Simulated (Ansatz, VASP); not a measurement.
## GaSb: VASP beside Ansatz

```
Ga Sb
1.0
     0.00000    3.16325    3.16325
     3.16325    0.00000    3.16325
     3.16325    3.16325    0.00000
Ga Sb
1 1
Direct
  0.00000 0.00000 0.00000
  0.75000 0.75000 0.75000
```

Alike in both runs: task single point; functional PBE; k mesh 12 × 12 × 12; occupations gaussian, width 0.1 eV; no spin polarisation.

|  | VASP | Ansatz |
| --- | --- | --- |
| version | VASP 6.6.1 | Ansatz 0.2.0 |
| potentials or method | VASP PAW PBE potentials, release 64 (Ga_d, Sb), cutoff 520 eV | scalar-relativistic, plane waves, PAW |
| valence electrons in the cell | 18 | 28 |

|  | VASP | Ansatz | Ansatz less VASP |
| --- | --- | --- | --- |
| gap on the k mesh at the Fermi level (eV) | none | none | - |
| pressure (GPa) | -2.1 | -2.1 | -0.06 |

A gap of «none» marks a metal or a gap that the smearing closes. The functional is the same, so the differences come from potentials, cutoffs and numerics. VASP's potentials hold 18 valence electrons a cell and Ansatz's 28, so a difference there can come from the potentials and not from the codes.

Neither program's run includes spin-orbit coupling.
